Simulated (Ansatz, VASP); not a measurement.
## Ta: VASP beside Ansatz

```
Ta
1.0
    -1.40896    1.40896    1.40896
     1.40896   -1.40896    1.40896
     1.40896    1.40896   -1.40896
Ta
1
Direct
  0.00000 0.00000 0.00000
```

Change from the starting cell: volume scaled by 0.65, PAW files.

Alike in both runs: task single point; functional LDA; k mesh 16 × 16 × 16; occupations fermi-dirac, width 0.05 eV; no spin polarisation.

|  | VASP | Ansatz |
| --- | --- | --- |
| version | VASP 6.6.1 | Ansatz 0.2.0 |
| potentials or method | VASP PAW LDA potentials, release 64 (Ta_pv) | PAW with Ansatz's default frozen-core files, scalar-relativistic |
| plane-wave cutoff (eV) | 520 | 420 |
| valence electrons in the cell | 11 | 13 |

```tsv
	VASP	Ansatz	Ansatz less VASP
pressure (GPa)	214.6	208.9	-5.69
```

LDA's correlation is that of Perdew and Zunger in VASP and of Perdew and Wang (1992) in Ansatz. Both programs put the cell under a high pressure, so it lies far from rest at this level. VASP's potentials hold 11 valence electrons a cell and Ansatz's 13, so a difference there can come from the potentials and not from the codes.

Neither program's run includes spin-orbit coupling. Noted on VASP's run: the cell as given lies far from equilibrium.
